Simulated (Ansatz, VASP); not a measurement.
# One calculation of FeO, two programs

The input INCAR:

```
SYSTEM = FeO
PREC = Accurate
ENCUT = 520
EDIFF = 1E-7
ISMEAR = 0
SIGMA = 0.024
LREAL = .False.
LASPH = .True.
NELM = 150
ALGO = Normal
ISIF = 2
LWAVE = .False.
LCHARG = .False.
ISPIN = 2
MAGMOM = 3 0
LORBIT = 11
LMAXMIX = 4
GGA = PE
NBANDS = 18
```

KPOINTS

```
regular mesh
0
Gamma
  11 11 11
  0 0 0
```

The input POSCAR:

```
FeO
1.0
    0.0000000000      2.1554000000      2.1554000000
    2.1554000000      0.0000000000      2.1554000000
    2.1554000000      2.1554000000      0.0000000000
Fe O
1 1
Direct
    0.0000000000      0.0000000000      0.0000000000
    0.5000000000      0.5000000000      0.5000000000
```

Contents of input.yaml:

```yaml
crystal:
  lattice:
    - [0.0, 2.1554, 2.1554]
    - [2.1554, 0.0, 2.1554]
    - [2.1554, 2.1554, 0.0]
  atoms:
    - { symbol: Fe, position: [0.0, 0.0, 0.0], spin: 3.0 }
    - { symbol: O, position: [0.5, 0.5, 0.5] }
hamiltonian:
  xc: pbe
  pseudopotentials: { kind: paw }
magnetization:
  spin_polarized: true
kpoints:
  mp_grid: { grid: [11, 11, 11] }
scf:
  occupations: { method: gaussian, width: 0.024 }
output:
  forces: true
  stress: true
  eigenvalues: true
  write_density: true
  write_potential: true
  elf: true
  volumetric_format: npy
```

Alike in both runs: task single point; functional PBE; k mesh 11 × 11 × 11; occupations gaussian, width 0.024 eV; collinear spin.

```csv
,VASP,Ansatz
version,VASP 6.6.1,Ansatz 0.2.0
potentials or method,"VASP PAW PBE potentials, release 64 (Fe, O)",Ansatz PAW
plane-wave cutoff (eV),520,420
valence electrons in the cell,14,22
```

```tsv
	VASP	Ansatz	Ansatz less VASP
gap on the k mesh at the Fermi level (eV)	none	none	-
pressure (GPa)	-0.2	-0.3	-0.12
net moment per atom (μB)	2.00	2.00	0.000
size of the moment on the site where the two differ most (μB)	3.62	3.45	-0.169
```

Site moments also hang on the region over which each program counts them. A gap of «none» marks a metal or a gap that the smearing closes. VASP's potentials hold 14 valence electrons a cell and Ansatz's 22, so a difference there can come from the potentials and not from the codes.
